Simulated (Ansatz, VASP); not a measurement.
# One calculation of GaB2, two programs

INCAR

```
SYSTEM = GaB2
PREC     = Accurate       ! precision mode
ENCUT    = 500            ! plane-wave cutoff, eV
EDIFF    = 1E-6           ! SCF threshold, eV
ISMEAR   = 0              ! smearing method
SIGMA    = 0.1            ! smearing width, eV
LREAL    = .False.        ! projectors in reciprocal space
LASPH    = .True.         ! aspherical terms in the spheres
NELM     = 120            ! most SCF steps
ALGO     = Normal         ! electronic algorithm
ISIF     = 2              ! what is computed and relaxed
LWAVE    = .False.        ! write WAVECAR
LCHARG   = .False.        ! write CHGCAR
GGA      = PE             ! functional
NBANDS   = 16             ! bands
GGA_COMPAT= .False.
```

KPOINTS

```
Automatic mesh
0
Gamma
  6 6 6
  0 0 0
```

POSCAR

```
GaB2
1.0
    0.0000000000      2.4629297383      2.4629297383
    2.4629297383      0.0000000000      2.4629297383
    2.4629297383      2.4629297383      0.0000000000
Ga B
1 2
Direct
    0.0000000000      0.0000000000      0.0000000000
    0.2500000000      0.2500000000      0.2500000000
    0.7500000000      0.7500000000      0.7500000000
```

Input for Ansatz:

```yaml
crystal:
  lattice:
    - [0.0, 2.4629297383, 2.4629297383]
    - [2.4629297383, 0.0, 2.4629297383]
    - [2.4629297383, 2.4629297383, 0.0]
  atoms:
    - { symbol: Ga, position: [0.0, 0.0, 0.0] }
    - { symbol: B, position: [0.25, 0.25, 0.25] }
    - { symbol: B, position: [0.75, 0.75, 0.75] }
basis:
  ecutwfc: 420
kpoints:
  mp_grid: { grid: [6, 6, 6] }
hamiltonian:
  xc: pbe
scf:
  occupations: { method: gaussian, width: 0.1 }
  lower_state_search: "off"
output:
  forces: true
  stress: true
  eigenvalues: true
```

Alike in both runs: task single point; functional PBE; k mesh 6 × 6 × 6; occupations gaussian, width 0.1 eV; no spin polarisation.

```csv
,VASP,Ansatz
version,VASP 6.6.1,Ansatz 0.2.0
potentials or method,"VASP PAW PBE potentials, release 64 (Ga_d, B), cutoff 500 eV","scalar-relativistic, plane waves, PAW"
valence electrons in the cell,19,19
```

```tsv
	VASP	Ansatz	Ansatz less VASP
gap on the k mesh at the Fermi level (eV)	none	none	-
pressure (GPa)	16.5	16.5	-0.04
```

A gap of «none» marks a metal or a gap that the smearing closes.

The k mesh is coarse, so the values compare programs but aren't converged.
